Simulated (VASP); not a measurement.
Co, 2 atoms in the cell. The structure is hexagonal, space group P6_3/mmc (No. 194). The conventional cell has a = 2.561 Å, b = 2.561 Å, c = 4.141 Å, α = 90.00°, β = 90.00°, γ = 120.00°. Co (site symmetry -6m2) has 12 Co at 2.54 to 2.56 Å within 3.4 Å. 

* Program: VASP 6.6.1
* Task: single point
* Functional: PBE
* Potentials or basis: VASP PAW PBE potentials, release 64 (Co)
* Cutoff: 520 eV
* k mesh: 24 × 24 × 12
* Occupations: gaussian, width 0.15 eV
* Spin: collinear spin, ferromagnetic start
* Starting moments: [1.925, 1.925] μB
* Fixed moment: 3.85 μB
* Dipole correction: no
* Further INCAR settings: ALGO = Normal; EDIFF = 1e-07; NBANDS = 20

Potentials or basis: VASP PAW PBE potentials, release 64 (Co).

Run with:

```sh
$ cat potpaw_PBE.64/Co/POTCAR > POTCAR
$ mpirun -np 1 vasp_std > vasp.out
```

Hardware: 1 thread of Intel Xeon 8259CL (shared host).

Estimate the wall time of this run.

Run time: 7.8 min on 1 thread of Intel Xeon 8259CL, on a shared host, peak memory 0.37 GiB. Counts: scf iterations 15, k points 427.
